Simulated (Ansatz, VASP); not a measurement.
NiSb in VASP and in Ansatz

The input INCAR:

```
  PREC = Accurate
  ENCUT = 520
  EDIFF = 1E-7
  ISMEAR = 0
  SIGMA = 0.05
  LREAL = False
  LASPH = True
  NELM = 150
  ALGO = Normal
  ISIF = 2
  LWAVE = False
  LCHARG = False
  LNONCOLLINEAR = True
  MAGMOM = 0 0 0.8 0 0 0
  LORBIT = 11
  LSORBIT = True
  GGA_COMPAT = False
  LORBMOM = True
  LMAXMIX = 4
  GGA = PE
  NBANDS = 27
```

KPOINTS

```
regular mesh
0
Gamma
  12 12 12
```

Contents of POSCAR:

```
NiSb
1.0
    0.0000000000      2.6337378275      2.6337378275
    2.6337378275      0.0000000000      2.6337378275
    2.6337378275      2.6337378275      0.0000000000
Ni Sb
1 1
Direct
    0.5000000000      0.5000000000      0.5000000000
    0.0000000000      0.0000000000      0.0000000000
```

Input for Ansatz:

```yaml
crystal:
  lattice:
    - [0.0, 2.6337378275, 2.6337378275]
    - [2.6337378275, 0.0, 2.6337378275]
    - [2.6337378275, 2.6337378275, 0.0]
  atoms:
    - { symbol: Ni, position: [0.5, 0.5, 0.5], spin: 0.8, spin_axis: [0.0, 0.0, 1.0] }
    - { symbol: Sb, position: [0.0, 0.0, 0.0] }
basis:
  ecutwfc: 420
  ecutrho_ratio: 4
kpoints:
  mp_grid: { grid: [12, 12, 12] }
hamiltonian:
  xc: pbe
scf:
  occupations: { method: gaussian, width: 0.05 }
output:
  forces: true
  stress: true
  eigenvalues: true
  populations: true
  dos: { projected: true, de: 0.02 }
  write_density: true
  write_potential: true
  elf: true
  volumetric_format: npy
magnetization:
  noncollinear: true
  spin_orbit: true
```

Alike in both runs: task single point; functional PBE; k mesh 12 × 12 × 12; occupations gaussian, width 0.05 eV; non-collinear spin, spin-orbit coupling.

```csv
,VASP,Ansatz
version,VASP 6.6.1,Ansatz 0.2.0
potentials or method,"VASP PAW PBE potentials, release 64 (Ni, Sb), cutoff 520 eV","plane waves, PAW"
valence electrons in the cell,15,33
```

Ansatz gave:

```
pressure (GPa)           : 0.0
net moment per atom (μB) : 0.00
```

**Question.** Which values does VASP return?

**Answer.** Pressure (GPa): -0.1; net moment per atom (μB): 0.00.

The functional is the same, so the differences come from potentials, cutoffs and numerics. VASP's potentials hold 15 valence electrons a cell and Ansatz's 33, so a difference there can come from the potentials and not from the codes. Ansatz's warnings: seeded moment not kept, stress scf threshold loose.
